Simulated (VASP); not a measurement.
# PbSe (Fm-3m) in VASP: elastic constants with PBEsol

Aim: the elastic constants of PbSe with PBEsol.

Program: VASP 6.6.1. These are calculated values, not measurements. Logs are shortened: lines on timing, memory, paths and dates and some standing lists are left out, and cuts for length are marked.

## Step 1: The cell of the first run

Symmetry: Fm-3m, No. 225, cubic system. Conventional cell: a = 6.103 Å, b = 6.103 Å, c = 6.103 Å, α = 90.00°, β = 90.00°, γ = 90.00°. Within 4.0 Å of Pb (site symmetry m-3m) lie 6 Se at 3.05 Å. Within 4.0 Å of Se (site symmetry m-3m) lie 6 Pb at 3.05 Å.

## Step 2: Elastic constants, PBEsol

File INCAR:

```
PREC     = Accurate       # precision mode
ENCUT    = 600            # plane-wave cutoff, eV
EDIFF    = 1E-8           # SCF threshold, eV
ISMEAR   = 0              # smearing method
SIGMA    = 0.01           # smearing width, eV
LREAL    = False          # projectors in reciprocal space
LASPH    = True           # aspherical terms in the spheres
NELM     = 60             # most SCF steps
ALGO     = Normal         # electronic algorithm
ISIF     = 3              # what is computed and relaxed
LWAVE    = False          # write WAVECAR
LCHARG   = True           # write CHGCAR
GGA      = PS             # functional
IBRION   = 6              # ionic algorithm
NFREE    = 2            
POTIM    = 0.015          # step
NSW      = 1              # ionic steps
```

File KPOINTS:

```
regular mesh
0
Gamma
  14 14 14
```

File POSCAR:

```
PbSe
1.0
    0.0000000000      3.0514615371      3.0514615371
    3.0514615371      0.0000000000      3.0514615371
    3.0514615371      3.0514615371      0.0000000000
Pb Se
1 1
Direct
    0.0000000000      0.0000000000      0.0000000000
    0.5000000000      0.5000000000      0.5000000000
```

Potentials or basis: VASP PAW PBE potentials, release 64 (Pb_d, Se).

Launch:

```sh
cat potpaw_PBE.64/Pb_d/POTCAR potpaw_PBE.64/Se/POTCAR > POTCAR
mpirun -np 1 vasp_std > vasp.out
```

OUTCAR:

```text
PREC = Accurate
   ENCUT = 600
   EDIFF = 1E-8
   ISMEAR = 0
   LREAL = False
   LASPH = True
   NELM = 60
   ISIF = 3
   GGA = PS
   IBRION = 6
   NFREE = 2
   POTIM = 0.015
   NSW = 1

 ion  position               nearest neighbor table
   1  0.000  0.000  0.000-   2 3.05   2 3.05   2 3.05   2 3.05   2 3.05   2 3.05
   2  0.500  0.500  0.500-   1 3.05   1 3.05   1 3.05   1 3.05   1 3.05   1 3.05

  LATTYP: Found a face centered cubic cell.
 ALAT       =     6.1029230742

  Lattice vectors:

 A1 = (   0.0000000000,   3.0514615371,   3.0514615371)
 A2 = (   3.0514615371,   0.0000000000,   3.0514615371)
 A3 = (   3.0514615371,   3.0514615371,   0.0000000000)

Analysis of symmetry for initial positions (statically):
=====================================================================
 Subroutine PRICEL returns:
 Original cell was already a primitive cell.

 Routine SETGRP: Setting up the symmetry group for a
 face centered cubic supercell.

 Subroutine GETGRP returns: Found 48 space group operations
 (whereof 48 operations were pure point group operations)
 out of a pool of 48 trial point group operations.

The static configuration has the point symmetry O_h .

Analysis of symmetry for dynamics (positions and initial velocities):
=====================================================================
 Subroutine PRICEL returns:
 Original cell was already a primitive cell.

 Routine SETGRP: Setting up the symmetry group for a
 face centered cubic supercell.

 Subroutine GETGRP returns: Found 48 space group operations
 (whereof 48 operations were pure point group operations)
 out of a pool of 48 trial point group operations.

The dynamic configuration has the point symmetry O_h .

 Subroutine INISYM returns: Found 48 space group operations
 (whereof 48 operations are pure point group operations),
 and found     1 'primitive' translations

----------------------------------------------------------------------------------------

                                     Primitive cell

  volume of cell :      56.8269

  direct lattice vectors                    reciprocal lattice vectors
     0.000000000  3.051461537  3.051461537    -0.163855908  0.163855908  0.163855908
     3.051461537  0.000000000  3.051461537     0.163855908 -0.163855908  0.163855908
     3.051461537  3.051461537  0.000000000     0.163855908  0.163855908 -0.163855908

  length of vectors
     4.315418291  4.315418291  4.315418291     0.283806757  0.283806757  0.283806757

  position of ions in fractional coordinates (direct lattice)
     0.000000000  0.000000000  0.000000000
     0.500000000  0.500000000  0.500000000

  ion indices of the primitive-cell ions
   primitive index   ion index
                 1           1
                 2           2

----------------------------------------------------------------------------------------

 KPOINTS: regular mesh

Automatic generation of k-mesh.
 Grid dimensions read from file:
 generate k-points for:   14   14   14

 Generating k-lattice:

  Cartesian coordinates                     Fractional coordinates (reciprocal lattice)
    -0.011703993  0.011703993  0.011703993     0.071428571  0.000000000  0.000000000
     0.011703993 -0.011703993  0.011703993     0.000000000  0.071428571  0.000000000
     0.011703993  0.011703993 -0.011703993     0.000000000  0.000000000  0.071428571

  Length of vectors
     0.020271911  0.020271911  0.020271911

  Shift w.r.t. Gamma in fractional coordinates (k-lattice)
     0.000000000  0.000000000  0.000000000

 Subroutine IBZKPT returns following result:
 ===========================================

 Found    104 irreducible k-points:

 Following reciprocal coordinates:
            Coordinates               Weight
  0.000000  0.000000  0.000000      1.000000
  0.071429  0.000000  0.000000      8.000000
  0.142857  0.000000  0.000000      8.000000
  0.214286  0.000000  0.000000      8.000000
  0.285714  0.000000  0.000000      8.000000
[... 62 lines left out ...]
   LORBIT       =      0    0 simple, 1 ext, 2 COOP (PROOUT), +10 PAW based schemes
   GGA     = PS    functional components
   LHFCALC =     F    Hartree Fock is set to
   AEXX    =    0.0000 exact exchange contribution
   IVDW    =     0    specifies the selected vdW correction
   LEPSILON=     F    determine dielectric tensor
   LRPA    =     F    only Hartree local field effects (RPA)
 finite differences with symmetry
 non-spin polarized calculation
 Gauss-broadening in eV      SIGMA  =   0.01
  energy-cutoff  :      600.00
  volume of cell :       56.83
 maximum number of plane-waves:      1917
   NGX = 17   NGY = 17   NGZ = 17

--------------------------------------- Ionic step        1  -------------------------------------------

 number of electron      20.0000000 magnetization

 Free energy of the ion-electron system (eV)
  ---------------------------------------------------
  ext. energy  EPLUGINS =         0.00000000
  ---------------------------------------------------
  free energy    TOTEN  =        -8.91652260 eV

  energy without entropy =       -8.91652260  energy(sigma->0) =       -8.91652260

------------------------ aborting loop because EDIFF is reached ----------------------------------------

  FORCE on cell =-STRESS in cart. coord.  units (eV):
  Direction    XX          YY          ZZ          XY          YZ          ZX
  --------------------------------------------------------------------------------------
  -------------------------------------------------------------------------------------
  Total        0.0150304      0.0150304      0.0150304     -0.0000000      0.0000000     -0.0000000
  in kB        0.4237677      0.4237677      0.4237677     -0.0000000      0.0000000     -0.0000000
  external PRESSURE =       0.4237677 kB  Pullay stress =       0.0000000 kB
[... 89 lines left out ...]
  FREE ENERGIE OF THE ION-ELECTRON SYSTEM (eV)
  ---------------------------------------------------
  free  energy   TOTEN  =        -8.9103872112 eV

  energy  without entropy=       -8.9103872112  energy(sigma->0) =       -8.91038721

[... ionic steps 4 to 14 ...]

--------------------------------------- Ionic step       15  -------------------------------------------

 number of electron      20.0000000 magnetization

------------------------ aborting loop because EDIFF is reached ----------------------------------------
[... 67 lines left out ...]
--------------------------------------- Ionic step       17  -------------------------------------------

 number of electron      20.0000000 magnetization

 Free energy of the ion-electron system (eV)
  ---------------------------------------------------
  ext. energy  EPLUGINS =         0.00000000
  ---------------------------------------------------
  free energy    TOTEN  =        -8.91646170 eV

  energy without entropy =       -8.91646170  energy(sigma->0) =       -8.91646170

 E-fermi :   5.1502     XC(G=0):  -9.7602

 val. band max:        5.0280413159   @ k =   0.5000   0.0000   0.0000
 cond. band min:       5.2054221882   @ k =   0.5000   0.0000   0.0000
 fundamental gap:      0.1773808723
 Fermi energy:         5.1501642070

 k-point     1 :       0.0000    0.0000    0.0000
  band No.  band energies     occupation
      1     -11.7384      2.00000
      2     -11.7384      2.00000
      3     -11.7384      2.00000
      4     -11.7372      2.00000
      5     -11.7372      2.00000
      6      -8.6602      2.00000
      7      -1.2939      2.00000
      8       3.1118      2.00000
      9       3.1124      2.00000
     10       3.1124      2.00000
     11       9.7181      0.00000
     12       9.7181      0.00000
     13       9.7201      0.00000
     14      11.4524      0.00000
[... 377 lines left out ...]
      1     -11.7698      2.00000
      2     -11.7418      2.00000
      3     -11.7390      2.00000
      4     -11.7210      2.00000
      5     -11.7148      2.00000
      6      -8.1072      2.00000
      7      -2.5461      2.00000
      8       2.6781      2.00000
      9       2.7432      2.00000
     10       4.0542      2.00000
     11       6.6949      0.00000
     12       8.7076      0.00000
     13       8.9602      0.00000
     14      10.4646      0.00000

 [... further k-points ...]
[... 5 lines left out ...]
  --------------------------------------------------------------------------------------
  -------------------------------------------------------------------------------------
  Total        0.0183046      0.0148574      0.0148574      0.0000000      0.0000000      0.0000000
  in kB        0.5160811      0.4188892      0.4188892      0.0000000      0.0000000      0.0000000
  external PRESSURE =       0.4512865 kB  Pullay stress =       0.0000000 kB
[... 17 lines left out ...]
  FREE ENERGIE OF THE ION-ELECTRON SYSTEM (eV)
  ---------------------------------------------------
  free  energy   TOTEN  =        -8.9164617006 eV

  energy  without entropy=       -8.9164617006  energy(sigma->0) =       -8.91646170

 INTERNAL STRAIN TENSORS FROM STRAINED CELLS
 ============================================

 INTERNAL STRAIN TENSOR FOR ION    1 for displacements in x,y,z  (eV/Angst):
          X           Y           Z          XY          YZ          ZX
  --------------------------------------------------------------------------------
  x    -0.00000    -0.00000     0.00000     0.00000     0.00000    -0.00000
  y    -0.00000    -0.00000    -0.00000     0.00000     0.00000    -0.00000
  z     0.00000    -0.00000     0.00000     0.00000     0.00000     0.00000

 INTERNAL STRAIN TENSORS FROM DISPLACED ATOMS
 ============================================

 INTERNAL STRAIN TENSOR FOR ION    1 for displacements in x,y,z  (eV/Angst):
          X           Y           Z          XY          YZ          ZX
  --------------------------------------------------------------------------------
  x     0.00000     0.00000     0.00000     0.00000     0.00000     0.00000
  y     0.00000     0.00000     0.00000     0.00000     0.00000     0.00000
  z     0.00000     0.00000     0.00000     0.00000     0.00000     0.00000

 INTERNAL STRAIN TENSOR FOR ION    2 for displacements in x,y,z  (eV/Angst):
          X           Y           Z          XY          YZ          ZX
  --------------------------------------------------------------------------------
  x     0.00000     0.00000     0.00000     0.00000     0.00000     0.00000
  y     0.00000     0.00000     0.00000     0.00000     0.00000     0.00000
  z     0.00000     0.00000     0.00000     0.00000     0.00000     0.00000

 Eigenvectors and eigenvalues of the dynamical matrix
 ----------------------------------------------------

   1 f  =    1.527927 THz     9.600246 2PiTHz   50.966145 cm-1     6.318994 meV
             X         Y         Z           dx          dy          dz
      0.000000  0.000000  0.000000     0.000000    0.000000    0.526942
      3.051462  3.051462  3.051462    -0.000000   -0.000000   -0.849901
[... 21 lines left out ...]
   6 f/i=    0.002968 THz     0.018649 2PiTHz    0.099003 cm-1     0.012275 meV
             X         Y         Z           dx          dy          dz
      0.000000  0.000000  0.000000     0.836626   -0.144176    0.040033
      3.051462  3.051462  3.051462     0.518711   -0.089390    0.024821

--------------------------------------------------------------------------------------------------------

 ELASTIC MODULI CONTR FROM IONIC RELAXATION (kBar)
 Direction    XX          YY          ZZ          XY          YZ          ZX
 --------------------------------------------------------------------------------
 XX           0.0000      0.0000      0.0000      0.0000      0.0000      0.0000
 YY           0.0000      0.0000      0.0000      0.0000      0.0000      0.0000
 ZZ           0.0000      0.0000      0.0000      0.0000      0.0000      0.0000
 XY           0.0000      0.0000      0.0000      0.0000      0.0000      0.0000
 YZ           0.0000      0.0000      0.0000      0.0000      0.0000      0.0000
 ZX           0.0000      0.0000      0.0000      0.0000      0.0000      0.0000
 --------------------------------------------------------------------------------

 TOTAL ELASTIC MODULI (kBar)
 Direction    XX          YY          ZZ          XY          YZ          ZX
 --------------------------------------------------------------------------------
 XX        1393.7567    117.3077    117.3077     -0.0000     -0.0000      0.0000
 YY         117.3077   1393.7567    117.3077      0.0000     -0.0000      0.0000
 ZZ         117.3077    117.3077   1393.7567     -0.0000      0.0000      0.0000
 XY          -0.0000      0.0000     -0.0000    177.3445      0.0000      0.0000
 YZ          -0.0000     -0.0000      0.0000      0.0000    177.3445      0.0000
 ZX           0.0000      0.0000      0.0000      0.0000      0.0000    177.3445
 --------------------------------------------------------------------------------
```

It took 1.9 h on 1 thread of Oxide Virtual Turin-like, shared host; peak memory 1.2 GiB.

Results:

- Elastic constants C11, C12, C44: 139, 12, 18 GPa
- Voigt bulk modulus: 54 GPa
- Highest phonon frequency at Γ, LO-TO splitting left out: 51 cm⁻¹

Phonon frequencies in cm⁻¹ (negative: imaginary):
| q point | frequencies |
| --- | --- |
| (0.000, 0.000, 0.000) | 0 0 0 51 51 51 |

Elastic tensor in Voigt notation (GPa, in the Cartesian axes of the cell as first typed):
```
139  12  12   0   0   0
 12 139  12   0   0   0
 12  12 139   0   0   0
  0   0   0  18   0   0
  0   0   0   0  18   0
  0   0   0   0   0  18
```

Clamped-ion elastic tensor (GPa):
```
139  12  12   0   0   0
 12 139  12   0   0   0
 12  12 139   0   0   0
  0   0   0  18   0   0
  0   0   0   0  18   0
  0   0   0   0   0  18
```

Caveat: the PAW data sets were made with another functional, which shifts forces and pressure a little; spin-orbit coupling is left out, which moves the levels of the heavy elements.
